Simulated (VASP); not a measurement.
# W (I4/mmm) in VASP: a series of runs, part 2 of 3

VASP 6.6.1.

## (3) Single point, PBEsol (strain -0.080 along x and y, -0.040 along z)

INCAR

```
PREC = Accurate ; ENCUT = 520
EDIFF = 1E-6 ; ISMEAR = 0
SIGMA = 0.15 ; LREAL = F
LASPH = T ; NELM = 80
ALGO = Normal ; ISIF = 2
LWAVE = F ; LCHARG = F
GGA = PS ; NBANDS = 13
```

KPOINTS

```
Automatic mesh
0
Gamma
  20 20 20
```

POSCAR

```
W
1.0
    0.0000000000      1.8676000000      1.9488000000
    1.8676000000      0.0000000000      1.9488000000
    1.8676000000      1.8676000000      0.0000000000
W
1
Direct
    0.0000000000      0.0000000000      0.0000000000
```

Potentials or basis: VASP PAW PBE potentials, release 64 (W_sv).

On the command line:

```
$ cat potpaw_PBE.64/W_sv/POTCAR > POTCAR
$ mpirun -np 1 vasp_std > vasp.out
```

Wall time 44 s (1 thread of Intel Xeon Platinum 8559C (Emerald Rapids), shared host); peak memory 0.21 GiB.

It converged, with:

```yaml
Free_energy: -12.8791 eV
Pressure: 68.7 GPa
Band_gap_on_the_k_mesh: zero (band 7 reaches 17.84 eV, above the bottom of band 8 at 12.33 eV)
```

Stress tensor (GPa, compression positive):
```
65.37  0.00  0.00
 0.00 65.37  0.00
 0.00  0.00 75.45
```

Levels at points of the mesh, in eV from the Fermi level:
| k point | band 3 | band 4 | band 5 | band 6 | band 7 | band 8 | band 9 | band 10 | band 11 | band 12 |
| --- | --- | --- | --- | --- | --- | --- | --- | --- | --- | --- |
| (0.00, 0.00, 0.00) | -36.65 | -36.65 | -10.00 | -1.37 | -0.67 | -0.67 | 2.56 | 3.68 | 12.97 | 18.00 |
| (0.50, 0.00, 0.00) | -37.02 | -36.87 | -6.78 | -1.63 | -0.85 | 1.39 | 6.19 | 6.65 | 12.65 | 13.41 |
| (0.50, 0.50, 0.00) | -37.32 | -37.32 | -7.03 | -5.82 | 3.72 | 6.48 | 7.39 | 7.39 | 13.92 | 13.92 |
| (0.50, 0.00, 0.50) | -37.55 | -37.41 | -7.05 | -5.96 | 4.69 | 6.30 | 6.96 | 7.90 | 12.74 | 13.79 |

Caveat: the cell differs from its parent crystal (strain -0.080 along x and y, -0.040 along z); the PAW data sets were made with another functional, which shifts forces and pressure a little; spin-orbit coupling is left out, which moves the levels of the heavy elements.

## (4) Single point, PBEsol (strain -0.080 along x and y, +0.000 along z)

INCAR

```
SYSTEM = W
PREC = Accurate ; ENCUT = 520
EDIFF = 1E-6 ; ISMEAR = 0
SIGMA = 0.15 ; LREAL = .False.
LASPH = .True. ; NELM = 60
ALGO = Normal ; ISIF = 2
LWAVE = .False. ; LCHARG = .True.
GGA = PS ; LELF = .True.
LVHAR = .True. ; NBANDS = 13
```

KPOINTS

```
regular mesh
0
Gamma
  20 20 20
  0 0 0
```

POSCAR

```
W
1.0
    0.0000000000      1.8676000000      2.0300000000
    1.8676000000      0.0000000000      2.0300000000
    1.8676000000      1.8676000000      0.0000000000
W
1
Direct
    0.0000000000      0.0000000000      0.0000000000
```

Potentials or basis: VASP PAW PBE potentials, release 64 (W_sv).

On the command line:

```
$ cat potpaw_PBE.64/W_sv/POTCAR > POTCAR
$ mpirun -np 1 vasp_std > vasp.out
```

OUTCAR:

```text
SYSTEM = W
   PREC = Accurate
   ENCUT = 520
   EDIFF = 1E-6
   ISMEAR = 0
   LREAL = .False.
   LASPH = .True.
   NELM = 60
   ISIF = 2
   GGA = PS

 ion  position               nearest neighbor table
   1  0.000  0.000  0.000-

  LATTYP: Found a body centered tetragonal cell.
 ALAT       =     2.6411852491
 C/A-ratio  =     1.5371886548

  Lattice vectors:

 A1 = (  -1.8676000000,   0.0000000000,   2.0300000000)
 A2 = (   1.8676000000,   0.0000000000,   2.0300000000)
 A3 = (   0.0000000000,   1.8676000000,  -2.0300000000)

Analysis of symmetry for initial positions (statically):
=====================================================================
 Subroutine PRICEL returns:
 Original cell was already a primitive cell.

 Routine SETGRP: Setting up the symmetry group for a
 body centered tetragonal supercell.

 Subroutine GETGRP returns: Found 16 space group operations
 (whereof 16 operations were pure point group operations)
 out of a pool of 16 trial point group operations.

The static configuration has the point symmetry D_4h.

[... 160 lines left out ...]

 val. band max:       12.6187529552   @ k =  -0.4000   0.4000   0.0000
 cond. band min:      12.6349060646   @ k =   0.2500  -0.0000   0.2000
 fundamental gap:      0.0161531094
 Fermi energy:        12.6347275583

 k-point     1 :       0.0000    0.0000    0.0000
  band No.  band energies     occupation
      1     -60.9438      2.00000
      2     -24.3868      2.00000
      3     -24.2728      2.00000
      4     -24.2728      2.00000
      5       2.7127      2.00000
      6      10.8308      2.00000
      7      12.1798      1.99998
      8      12.1798      1.99998
      9      14.3595      0.00000
     10      16.5069      0.00000
     11      25.5499      0.00000
     12      29.4153      0.00000
     13      32.5124      0.00000
[... 354 lines left out ...]
  band No.  band energies     occupation
      1     -60.7647      2.00000
      2     -25.9248      2.00000
      3     -24.6823      2.00000
      4     -24.3764      2.00000
      5       6.1137      2.00000
      6      10.9290      2.00000
      7      11.8444      2.00000
      8      12.4700      1.87957
      9      16.7362      0.00000
     10      18.0970      0.00000
     11      24.7691      0.00000
     12      29.1484      0.00000
     13      34.5297      0.00000

 [... further k-points ...]
[... 5 lines left out ...]
  --------------------------------------------------------------------------------------
  -------------------------------------------------------------------------------------
  Total        3.8636298      3.8636298      4.9782471      0.0000000     -0.0000000      0.0000000
  in kB      437.1317248    437.1317248    563.2397144      0.0000000     -0.0000000      0.0000000
  external PRESSURE =     479.1677213 kB  Pullay stress =       0.0000000 kB

 VOLUME and BASIS-vectors are now :
 -----------------------------------------------------------------------------
  energy-cutoff  :      520.00
  volume of cell :       14.16
      direct lattice vectors                 reciprocal lattice vectors
     0.000000000  1.867600000  2.030000000    -0.267723281  0.267723281  0.246305419
     1.867600000  0.000000000  2.030000000     0.267723281 -0.267723281  0.246305419
     1.867600000  1.867600000  0.000000000     0.267723281  0.267723281 -0.246305419

 POSITION                                       TOTAL-FORCE (eV/Angst)
 -----------------------------------------------------------------------------------
      0.00000      0.00000      0.00000        -0.000000      0.000000      0.000000
 -----------------------------------------------------------------------------------
    total drift:                                0.000000      0.000000     -0.000000

  FREE ENERGIE OF THE ION-ELECTRON SYSTEM (eV)
  ---------------------------------------------------
  free  energy   TOTEN  =       -13.1144535362 eV

  energy  without entropy=      -13.1050120881  energy(sigma->0) =      -13.10973281
```

OSZICAR:

```text
N       E                     dE             d eps       ncg     rms          rms(c)
DAV:   1     0.837738588655E+02    0.83774E+02   -0.74388E+03 16801   0.125E+03
DAV:   2    -0.120969357008E+02   -0.95871E+02   -0.92130E+02 18456   0.319E+02
DAV:   3    -0.136671033833E+02   -0.15702E+01   -0.15633E+01 18471   0.394E+01
DAV:   4    -0.136726458558E+02   -0.55425E-02   -0.55422E-02 18786   0.257E+00
DAV:   5    -0.136726847289E+02   -0.38873E-04   -0.38872E-04 18631   0.204E-01    0.260E+01
DAV:   6    -0.132475597843E+02    0.42512E+00   -0.30862E-01 17691   0.746E+00    0.116E+01
DAV:   7    -0.131189238280E+02    0.12864E+00   -0.18702E-01 18686   0.547E+00    0.397E-01
DAV:   8    -0.131144493897E+02    0.44744E-02   -0.45014E-03 16991   0.927E-01    0.410E-02
DAV:   9    -0.131144502046E+02   -0.81497E-06   -0.50345E-05 19936   0.826E-02    0.405E-02
DAV:  10    -0.131144534082E+02   -0.32035E-05   -0.66757E-06 17816   0.334E-02    0.445E-03
DAV:  11    -0.131144535362E+02   -0.12807E-06   -0.11347E-07 10018   0.407E-03
   1 F= -.13114454E+02 E0= -.13109733E+02  d E =-.944145E-02
```

Run time: 50 s. Hardware: 1 thread of Intel Xeon Platinum 8559C (Emerald Rapids), shared host; peak memory 0.22 GiB.

Results:

```
Free energy            : -13.1145 eV
Pressure               : 47.9 GPa
Band gap on the k mesh : zero (band 7 reaches 17.15 eV, above the bottom of band 8 at 11.93 eV)
```

Levels at points of the mesh, in eV from the Fermi level:
```csv
k point,band 3,band 4,band 5,band 6,band 7,band 8,band 9,band 10,band 11,band 12
"(0.00, 0.00, 0.00)",-36.91,-36.91,-9.92,-1.80,-0.45,-0.45,1.72,3.87,12.92,16.78
"(0.50, 0.00, 0.00)",-37.33,-37.05,-6.65,-1.94,-0.52,1.07,5.56,6.32,12.44,12.62
"(0.50, 0.50, 0.00)",-37.42,-37.42,-6.80,-5.56,2.70,6.12,6.81,6.81,13.82,13.82
"(0.50, 0.00, 0.50)",-37.84,-37.59,-6.81,-5.74,4.51,5.65,5.99,7.78,11.66,13.49
```

Caveat: the cell differs from its parent crystal (strain -0.080 along x and y, +0.000 along z); the PAW data sets were made with another functional, which shifts forces and pressure a little; spin-orbit coupling is left out, which moves the levels of the heavy elements.

## (5) Single point, PBEsol (strain -0.040 along x and y, -0.080 along z)

INCAR

```
PREC = Accurate
ENCUT = 520
EDIFF = 1E-6
ISMEAR = 0
SIGMA = 0.15
LREAL = False
LASPH = True
NELM = 100
ALGO = Normal
ISIF = 2
LWAVE = False
LCHARG = False
GGA = PS
NBANDS = 13
```

KPOINTS

```
Automatic mesh
0
Gamma
  20 20 20
```

POSCAR

```
W
1.0
    0.0000000000      1.9488000000      1.8676000000
    1.9488000000      0.0000000000      1.8676000000
    1.9488000000      1.9488000000      0.0000000000
W
1
Direct
    0.0000000000      0.0000000000      0.0000000000
```

On the command line:

```
$ cat potpaw_PBE.64/W_sv/POTCAR > POTCAR
$ mpirun -np 1 vasp_std > vasp.out
```

Wall time 45 s (1 thread of Intel Xeon Platinum 8559C (Emerald Rapids), shared host); peak memory 0.22 GiB.

Results (log left out):

- Free energy: -13.0946 eV
- Pressure: 46.6 GPa
- Band gap on the k mesh: zero (band 7 reaches 17.13 eV, above the bottom of band 8 at 11.76 eV)

Stress tensor (GPa, compression positive):
```
51.60  0.00  0.00
 0.00 51.60  0.00
 0.00  0.00 36.70
```

Levels at points of the mesh, in eV from the Fermi level:
```
           k point  band 5  band 6  band 7  band 8  band 9  band 10
(0.00, 0.00, 0.00)   -9.80   -1.04   -1.04   -0.40    2.47     3.45
(0.50, 0.00, 0.00)   -6.52   -1.53   -0.75    1.16    5.82     6.32
(0.50, 0.50, 0.00)   -6.68   -5.70    4.63    6.00    7.03     7.03
(0.50, 0.00, 0.50)   -6.68   -5.53    3.68    6.01    6.59     7.37
```

Caveat: the cell differs from its parent crystal (strain -0.040 along x and y, -0.080 along z); the PAW data sets were made with another functional, which shifts forces and pressure a little; spin-orbit coupling is left out, which moves the levels of the heavy elements.

(Part 2 of 3 ends here.)
